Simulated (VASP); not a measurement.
Ir, 1 atom in the cell. Symmetry: Fm-3m, No. 225, cubic system. The conventional cell has a = 3.899 Å, b = 3.899 Å, c = 3.899 Å, α = 90.00°, β = 90.00°, γ = 90.00°. Ir (site symmetry m-3m) has 12 Ir at 2.76 Å within 3.6 Å.  This cell differs from its parent crystal: phonons at volume x 1.02.

```yaml
Program: VASP 6.6.1
Task: vibrations by perturbation theory
Functional: PBE
Potentials_or_basis: VASP PAW PBE potentials, release 64 (Ir)
Cutoff: 520 eV
k_mesh: 20 × 20 × 20
Occupations: fermi-dirac, width 0.15 eV
Spin: no spin polarisation
Dipole_correction: no
Further_INCAR_settings: ALGO = Normal; EDIFF = 1e-08; NBANDS = 10; IBRION = 8; NSW = 1
```

Potentials or basis: VASP PAW PBE potentials, release 64 (Ir).

Run with:

```bash
$ cat potpaw_PBE.64/Ir/POTCAR > POTCAR
$ mpirun -np 1 vasp_std > vasp.out
```

Hardware: 1 thread of Intel(R) Xeon(R) 6975P-C (Granite Rapids), with other jobs on the host.

Estimate the wall time of this run.

Wall time 76 s on 1 thread of Intel(R) Xeon(R) 6975P-C (Granite Rapids), with other jobs on the host, peak memory 0.33 GiB. Counts: scf iterations 30, k points 256.
